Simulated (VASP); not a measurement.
Runs of VASP 6.6.1 on NaGeCl3. The structure is that of space group Pm-3m (No. 221), or close to it. The cells are those of the table. 

```csv
level,cell,k mesh,gap on the mesh (eV),pressure (GPa)
r2SCAN,"a = 5.242 Å, 5 atoms",4 × 4 × 4,0.95,-0.9
PBE,"a = 5.172 Å, 5 atoms",4 × 4 × 4,0.60,1.1
PBE,"a = 5.191 Å, 5 atoms",6 × 6 × 6,(a),0.5
PBE,"a = 5.225 Å, 5 atoms",4 × 4 × 4,0.77,0.2
PBE,"a = 5.328 Å, 5 atoms",4 × 4 × 4,1.07,(c)
r2SCAN,"a = 5.085 Å, 5 atoms",4 × 4 × 4,0.38,(b)
r2SCAN,"a = 5.138 Å, 5 atoms",4 × 4 × 4,0.59,0.8
PBE,"a = 5.118 Å, 5 atoms",4 × 4 × 4,(d),2.2
```

Alike in all rows: task single point; potentials or basis VASP PAW PBE potentials, release 64 (Na_pv, Ge_d, Cl); no spin polarisation; cutoff (eV) 520; smearing gaussian 0.01 eV.

Task: Estimate the missing entries.

Result: (a) 0.67; (b) 1.9; (c) -1.2; (d) 0.41.

Caveats: the PAW data sets were made with another functional, which shifts forces and pressure a little (at least some runs).

A k mesh can miss the band edges, and the runs leave out spin-orbit coupling on Ge.
